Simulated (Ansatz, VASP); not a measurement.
**AlIn3As4 in VASP and in Ansatz**

```xyz
8
Lattice="6.0667 -0.0026 0.0006 -0.0025 6.0661 0.0013 -3.0315 -3.0304 6.0568" Properties=species:S:1:pos:R:3 pbc="T T T"
Al    0.0004    0.0047    0.0028
In    3.0346   -0.0052    3.0268
In   -0.0030    0.0073    6.0556
In   -0.0012    3.0267    3.0332
As   -1.5934   -1.5958    4.6073
As    4.6263    1.4371    1.4468
As    1.6053    1.5962    4.6091
As    1.4295    4.6296    1.4521
```

Change from the starting cell: cell x1, atoms moved at random (sigma 0.1 Å) and cell strained at random (1.5 %), then relaxed without symmetry.

Alike in both runs: functional PBE; k mesh 4 × 4 × 4; occupations gaussian, width 0.2 eV; no spin polarisation.

Ansatz relaxed the structure, and its values are those at the end. VASP's run is a single point on that final structure, the one shown.

|  | VASP | Ansatz |
| --- | --- | --- |
| version | VASP 6.6.1 | Ansatz 0.2.0 |
| potentials or method | VASP PAW PBE potentials, release 64 (Al, In_d, As), cutoff 520 eV | scalar-relativistic, plane waves, PAW |
| valence electrons in the cell | 62 | 102 |

```tsv
	VASP	Ansatz	Ansatz less VASP
gap on the k mesh at the Fermi level (eV)	none	none	-
pressure (GPa)	0.1	0.0	-0.06
rms of the force components (eV/Å)	0.007	0.007	-0.0003
```

A gap of «none» marks a metal or a gap that the smearing closes. VASP's potentials hold 62 valence electrons a cell and Ansatz's 102, so a difference there can come from the potentials and not from the codes.
